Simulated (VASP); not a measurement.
TaN, 6 atoms in the cell. The structure is hexagonal, space group P6/mmm (No. 191). Conventional cell: a = 5.318 Å, b = 5.318 Å, c = 2.929 Å, α = 90.00°, β = 90.00°, γ = 120.00°. Within 3.5 Å of Ta (site symmetry 6/mmm) lie 6 N at 2.66 Å and 14 Ta at 2.93 to 3.40 Å. Within 2.8 Å of Ta (site symmetry -6m2) lie 6 N at 2.12 Å. Within 2.8 Å of N (site symmetry mmm) lie 6 Ta at 2.12 to 2.66 Å and 4 N at 2.66 Å. 

* Program: VASP 6.6.1
* Task: single point
* Functional: RPBE
* Dispersion: D4
* Potentials or basis: VASP PAW PBE potentials, release 64 (Ta_pv, N)
* Cutoff: 520 eV
* k mesh: 6 × 6 × 8
* Occupations: gaussian, width 0.05 eV
* Spin: collinear spin
* Starting moments: [0.05, -0.05, -0.05, 0.0, 0.0, 0.0] μB
* Dipole correction: no
* Further INCAR settings: ALGO = Fast; EDIFF = 1e-06; NBANDS = 37

Potentials or basis: VASP PAW PBE potentials, release 64 (Ta_pv, N).

Launch:

```sh
$ cat potpaw_PBE.64/Ta_pv/POTCAR potpaw_PBE.64/N/POTCAR > POTCAR
$ mpirun -np 1 vasp_std > vasp.out
```

Hardware: 1 thread of Oxide Virtual Turin-like Processor (shared host).

**Question.** Estimate the wall time of this run.

**Answer.** Wall time 2.3 min on 1 thread of Oxide Virtual Turin-like Processor, on a shared host, peak memory 0.27 GiB. Counts: scf iterations 16, k points 35.
